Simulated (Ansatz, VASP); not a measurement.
# One calculation of SnO2, two programs

INCAR

```
PREC = Accurate
ENCUT = 520
EDIFF = 1E-6
ISMEAR = 0
SIGMA = 0.05
LREAL = False
LASPH = True
NELM = 60
ALGO = Fast
ISIF = 2
LWAVE = False
LCHARG = False
GGA = PE
NBANDS = 64
```

File KPOINTS:

```
regular mesh
0
Gamma
  6 6 6
```

File POSCAR:

```
SnO2
1.0
    0.0000000000      4.5220682583      4.5220682583
    4.5220682583      0.0000000000      4.5220682583
    4.5220682583      4.5220682583      0.0000000000
Sn O
4 8
Direct
    0.2627688183      0.1053187402      0.4872311817
    0.6250000000      0.1250000000      0.1250000000
    0.1250000000      0.6250000000      0.1250000000
    0.1250000000      0.1250000000      0.1250000000
    0.8910551956      0.8910551956      0.8910551956
    0.8910551956      0.3268344131      0.8910551956
    0.8910551956      0.8910551956      0.3268344131
    0.3268344131      0.8910551956      0.8910551956
    0.9231655869      0.3589448044      0.3589448044
    0.3589448044      0.3589448044      0.9231655869
    0.3589448044      0.9231655869      0.3589448044
    0.3589448044      0.3589448044      0.3589448044
```

Input for Ansatz:

```yaml
crystal:
  lattice:
    - [0.0, 4.5220682583, 4.5220682583]
    - [4.5220682583, 0.0, 4.5220682583]
    - [4.5220682583, 4.5220682583, 0.0]
  atoms:
    - { symbol: Sn, position: [0.2627688183, 0.1053187402, 0.4872311817] }
    - { symbol: Sn, position: [0.625, 0.125, 0.125] }
    - { symbol: Sn, position: [0.125, 0.625, 0.125] }
    - { symbol: Sn, position: [0.125, 0.125, 0.125] }
    - { symbol: O, position: [0.8910551956, 0.8910551956, 0.8910551956] }
    - { symbol: O, position: [0.8910551956, 0.3268344131, 0.8910551956] }
    - { symbol: O, position: [0.8910551956, 0.8910551956, 0.3268344131] }
    - { symbol: O, position: [0.3268344131, 0.8910551956, 0.8910551956] }
    - { symbol: O, position: [0.9231655869, 0.3589448044, 0.3589448044] }
    - { symbol: O, position: [0.3589448044, 0.3589448044, 0.9231655869] }
    - { symbol: O, position: [0.3589448044, 0.9231655869, 0.3589448044] }
    - { symbol: O, position: [0.3589448044, 0.3589448044, 0.3589448044] }
basis:
  ecutwfc: 420
kpoints:
  mp_grid: { grid: [6, 6, 6] }
hamiltonian:
  xc: pbe
  pseudopotentials: { kind: paw, azcp: { folder: soft_1 } }
scf:
  occupations: { method: gaussian, width: 0.05 }
output:
  forces: true
  stress: true
  eigenvalues: true
```

Alike in both runs: task single point; functional PBE; k mesh 6 × 6 × 6; occupations gaussian, width 0.05 eV; no spin polarisation.

```csv
,VASP,Ansatz
version,VASP 6.6.1,Ansatz 0.2.0
potentials or method,"VASP PAW PBE potentials, release 64 (Sn_d, O), cutoff 520 eV","scalar-relativistic, plane waves, PAW"
valence electrons in the cell,104,104
```

VASP gave:

```
pressure (GPa)                                                : 26.5
traceless stress, the component that is largest in VASP (GPa) : -24.35
rms of the force components (eV/Å)                            : 9.661
```

Q: Estimate Ansatz's values.

A: Pressure (GPa): 27.1; traceless stress, the component that is largest in VASP (GPa): -25.50; rms of the force components (eV/Å): 10.149.

Atom by atom the forces differ by 0.578 eV/Å (rms over components).
